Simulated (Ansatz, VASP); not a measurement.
CuI: VASP beside Ansatz

```
Cu I
1.0
     4.37554    0.00000    0.00000
    -2.18777    3.78933    0.00000
     0.00000    0.00000    7.25379
Cu I
2 2
Direct
  0.33333 0.66667 0.25000
  0.66667 0.33333 0.75000
  0.66667 0.33333 0.25000
  0.33333 0.66667 0.75000
```

Alike in both runs: task single point; functional LDA; k mesh 6 × 6 × 4; no spin polarisation.

|  | VASP | Ansatz |
| --- | --- | --- |
| version | VASP 6.6.1 | Ansatz 0.2.0 |
| potentials or method | VASP PAW LDA potentials, release 64 (Cu, I) | plane waves, PAW |
| plane-wave cutoff (eV) | 520 | 420 |
| occupations | gaussian, width 0.01 eV | fixed |
| valence electrons in the cell | 36 | 72 |

VASP gave:

```
gap on the k mesh at the Fermi level (eV)                     : 1.09
pressure (GPa)                                                : -3.1
traceless stress, the component that is largest in VASP (GPa) : 1.43
```

Q: What did Ansatz give for the same quantities?

A: gap on the k mesh at the Fermi level (eV): 1.04; pressure (GPa): -3.2; traceless stress, the component that is largest in VASP (GPa): 1.51.

LDA's correlation is that of Perdew and Zunger in VASP and of Perdew and Wang (1992) in Ansatz. VASP's potentials hold 36 valence electrons a cell and Ansatz's 72, so a difference there can come from the potentials and not from the codes.

Neither program's run includes spin-orbit coupling.
